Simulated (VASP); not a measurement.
A run of VASP 6.6.1:

The input INCAR:

```
SYSTEM = C
ALGO = Normal ; EDIFF = 1E-7
ENCUT = 520 ; GGA = PS
ISIF = 2 ; ISMEAR = 0
LASPH = .True. ; LCHARG = .True.
LELF = .True. ; LREAL = .False.
LVHAR = .True. ; LWAVE = .False.
NBANDS = 31 ; NELM = 100
PREC = Accurate ; SIGMA = 0.05
```

KPOINTS

```
k-points
0
Gamma
  12 12 12
  0 0 0
```

POSCAR

```
C
1.0
    1.2408500000      0.7164050815      9.4909333333
   -1.2408500000      0.7164050815      9.4909333333
    0.0000000000     -1.4328101630      9.4909333333
C
10
Direct
    0.0248220069      0.0248220069      0.0248220069
    0.9751779931      0.9751779931      0.9751779931
    0.1086877374      0.1086877374      0.1086877374
    0.8913122626      0.8913122626      0.8913122626
    0.1583652898      0.1583652898      0.1583652898
    0.8416347102      0.8416347102      0.8416347102
    0.3748635523      0.3748635523      0.3748635523
    0.6251364477      0.6251364477      0.6251364477
    0.4253181912      0.4253181912      0.4253181912
    0.5746818088      0.5746818088      0.5746818088
```

Potentials or basis: VASP PAW PBE potentials, release 64 (C).

Command:

```bash
$ cat potpaw_PBE.64/C/POTCAR > POTCAR
$ mpirun -np 1 vasp_std > vasp.out
```

Hardware: 1 thread of Intel(R) Xeon(R) Platinum 8259CL CPU @ 2.50GHz (Skylake/Cascade Lake) (shared host).

Problem. How long does it take, and how much memory?

Solution. Run time: 49 min on 1 thread of Intel(R) Xeon(R) Platinum 8259CL CPU @ 2.50GHz (Skylake/Cascade Lake) (shared host), peak memory 0.78 GiB. Counts: scf iterations 13, k points 189.
